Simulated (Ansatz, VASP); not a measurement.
# BaTiO3: VASP beside Ansatz

The input INCAR:

```
  ALGO = Normal
  EDIFF = 1E-7
  ENCUT = 520
  GGA = PE
  ISIF = 2
  ISMEAR = -1
  LASPH = True
  LCHARG = False
  LREAL = False
  LWAVE = False
  NBANDS = 51
  NELM = 80
  PREC = Accurate
  SIGMA = 0.05
```

KPOINTS

```
k-points
0
Gamma
  3 2 2
```

POSCAR

```
BaTiO3
1.0
    0.0000000000     -2.8370500000     -2.8458000000
   -3.9841000000      2.8370500000     -2.8458000000
    3.9841000000      2.8370500000     -2.8458000000
Ba Ti O
2 2 6
Direct
    0.0148275600      0.5234218200      0.4959489100
    0.9851724400      0.9765781800      0.0040510900
    0.4694877500      0.0034791500      0.4981254400
    0.5147122500      0.4886208500      0.9939745600
    0.4861290400      0.2541884600      0.2805196700
    0.5296709600      0.7537115400      0.7273803300
    0.4350219600      0.8166803800      0.2799618100
    0.5599580400      0.1896096200      0.7263281900
    0.0211442800      0.0015745600      0.5051000400
    0.9914357200      0.4959154400      0.9923899600
```

File input.yaml:

```yaml
crystal:
  lattice:
    - [0.0, -2.83705, -2.8458]
    - [-3.9841, 2.83705, -2.8458]
    - [3.9841, 2.83705, -2.8458]
  atoms:
    - { symbol: Ba, position: [0.01482756, 0.52342182, 0.49594891] }
    - { symbol: Ba, position: [0.98517244, 0.97657818, 0.00405109] }
    - { symbol: Ti, position: [0.46948775, 0.00347915, 0.49812544] }
    - { symbol: Ti, position: [0.51471225, 0.48862085, 0.99397456] }
    - { symbol: O, position: [0.48612904, 0.25418846, 0.28051967] }
    - { symbol: O, position: [0.52967096, 0.75371154, 0.72738033] }
    - { symbol: O, position: [0.43502196, 0.81668038, 0.27996181] }
    - { symbol: O, position: [0.55995804, 0.18960962, 0.72632819] }
    - { symbol: O, position: [0.02114428, 0.00157456, 0.50510004] }
    - { symbol: O, position: [0.99143572, 0.49591544, 0.99238996] }
hamiltonian:
  xc: pbe
  pseudopotentials: { kind: paw }
kpoints:
  mp_grid: { grid: [3, 2, 2] }
scf:
  occupations: { method: fermi_dirac, width: 0.05 }
output:
  forces: true
  stress: true
  eigenvalues: true
```

Alike in both runs: task single point; functional PBE; k mesh 3 × 2 × 2; occupations fermi-dirac, width 0.05 eV; no spin polarisation.

|  | VASP | Ansatz |
| --- | --- | --- |
| version | VASP 6.6.1 | Ansatz 0.2.0 |
| potentials or method | VASP PAW PBE potentials, release 64 (Ba_sv, Ti_sv, O) | Ansatz PAW |
| plane-wave cutoff (eV) | 520 | 420 |
| valence electrons in the cell | 80 | 80 |

Ansatz gave:

```
gap on the k mesh at the Fermi level (eV)                     : 0.68
least direct gap on the mesh (eV)                             : 0.68
pressure (GPa)                                                : 17.9
traceless stress, the component that is largest in VASP (GPa) : -10.80
rms of the force components (eV/Å)                            : 3.170
```

Which values does VASP return?

gap on the k mesh at the Fermi level (eV): 0.66; least direct gap on the mesh (eV): 0.66; pressure (GPa): 19.7; traceless stress, the component that is largest in VASP (GPa): -10.65; rms of the force components (eV/Å): 3.180.

Atom by atom the forces differ by 0.050 eV/Å (rms over components). With one functional, cell and mesh, what is left measures potentials, basis and numerics.

The k mesh is coarse, so the values compare programs but aren't converged. Spin-orbit coupling is off throughout. Noted on Ansatz's run: odd divisions of the mesh miss points on the zone boundary, where band edges often lie, so the gap on the mesh can be too wide.
